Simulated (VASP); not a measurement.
NaCl: single point with PBE+D4

The system is NaCl.

```
Na Cl
1.0
     3.50219    0.00000    0.00000
     0.00000    3.50219    0.00000
     0.00000    0.00000    3.50219
Na Cl
1 1
Direct
  0.00000 0.00000 0.00000
  0.50000 0.50000 0.50000
```

```yaml
Program: VASP 6.6.1
Task: single point
Functional: PBE
Dispersion: D4
Potentials_or_basis: VASP PAW PBE potentials, release 64 (Na_pv, Cl)
Cutoff: 520 eV
k_mesh: 4 × 4 × 4
Occupations: gaussian, width 0.1 eV
Spin: no spin polarisation
```

- Pressure: -0.6 GPa
- Band gap on the k mesh: 3.97 eV, indirect (least direct gap 4.46 eV)
- Dispersion energy per atom: -0.101 eV

Levels at points of the mesh, in eV from the valence-band top:
| k point | band 5 | band 6 | band 7 | band 8 | band 9 | band 10 |
| --- | --- | --- | --- | --- | --- | --- |
| (0.00, 0.00, 0.00) | -0.49 | -0.49 | -0.49 | 3.97 | 8.57 | 8.57 |
| (0.50, 0.00, 0.00) | -2.94 | -0.26 | -0.26 | 6.92 | 8.56 | 10.51 |
| (0.50, 0.50, 0.00) | -2.26 | -2.26 | 0.00 | 5.53 | 9.88 | 11.02 |
| (0.50, 0.50, 0.50) | -1.85 | -1.85 | -1.85 | 7.11 | 7.11 | 7.11 |

Run time: 12 s on 1 thread of Intel(R) Xeon(R) Platinum 8375C CPU @ 2.90GHz (Ice Lake) (shared host), peak memory 0.14 GiB.

Caveat: the k points lie up to 0.45 Å⁻¹ apart. A hybrid or GW would open this gap; PBE tends to underestimate it.
